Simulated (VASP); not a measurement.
Here is a VASP 6.6.1 calculation.

Contents of POSCAR:

```
TaN
1.0
    0.0000000000      2.1790013100      2.1790013100
    2.1790013100      0.0000000000      2.1790013100
    2.1790013100      2.1790013100      0.0000000000
Ta N
1 1
Direct
    0.5000000000      0.5000000000      0.5000000000
    0.0000000000      0.0000000000      0.0000000000
```

INCAR.step1

```
PREC     = Accurate       # precision mode
ENCUT    = 660            # plane-wave cutoff, eV
ISMEAR   = 0              # smearing method
SIGMA    = 0.05           # smearing width, eV
LREAL    = False          # projectors in reciprocal space
LASPH    = True           # aspherical terms in the spheres
NELM     = 200            # most SCF steps
ISPIN    = 2              # spin polarisation
MAGMOM   = 2 0            # initial moments
LMAXMIX  = 4              # l up to which the mixer works
LDAU     = True           # DFT+U
LDAUTYPE = 2            
LDAUL    = 2 -1           # shell
LDAUU    = 1 0            # U, eV
LDAUJ    = 0 0          
NBANDS   = 20             # bands
GGA      = PE             # functional
ALGO     = Normal         # electronic algorithm
EDIFF    = 1E-5           # SCF threshold, eV
LWAVE    = True           # write WAVECAR
LCHARG   = False          # write CHGCAR
GGA_COMPAT= False
```

File INCAR.step2:

```
PREC     = Accurate       # precision mode
ENCUT    = 660            # plane-wave cutoff, eV
EDIFF    = 1E-6           # SCF threshold, eV
ISMEAR   = 0              # smearing method
SIGMA    = 0.05           # smearing width, eV
LREAL    = False          # projectors in reciprocal space
LASPH    = True           # aspherical terms in the spheres
NELM     = 200            # most SCF steps
ALGO     = Normal         # electronic algorithm
ISIF     = 2              # what is computed and relaxed
LWAVE    = False          # write WAVECAR
LCHARG   = True           # write CHGCAR
ISPIN    = 2              # spin polarisation
MAGMOM   = 2 0            # initial moments
LORBIT   = 11             # projections on sites
LMAXMIX  = 4              # l up to which the mixer works
LDAU     = True           # DFT+U
LDAUTYPE = 2            
LDAUL    = 2 -1           # shell
LDAUU    = 1 0            # U, eV
LDAUJ    = 0 0          
LDAUPRINT= 1            
METAGGA  = R2SCAN         # meta-GGA
LMIXTAU  = True         
LELF     = True           # ELF
LVHAR    = True         
NBANDS   = 20             # bands
ISTART   = 1            
GGA_COMPAT= False
```

Contents of KPOINTS:

```
regular mesh
0
Gamma
  7 7 7
```

Potentials or basis: VASP PAW PBE potentials, release 64 (Ta_sv_GW, N).

Command:

```sh
$ cat potpaw_PBE.64/Ta_sv_GW/POTCAR potpaw_PBE.64/N/POTCAR > POTCAR
$ cp INCAR.step1 INCAR
$ mpirun -np 1 vasp_std > vasp.out
$ cp INCAR.step2 INCAR
$ mpirun -np 1 vasp_std > vasp.out
```

(1) Predict the pressure.

(2) What does it give for the net moment?

(3) Predict the band gap on the k mesh.

## Answers

(1) 12.7 GPa.

(2) 0.00 μB per cell.

(3) zero (filled and empty bands overlap).

Caveat: the PAW data sets were made with another functional, which shifts forces and pressure a little; spin-orbit coupling is left out, which moves the levels of the heavy elements.
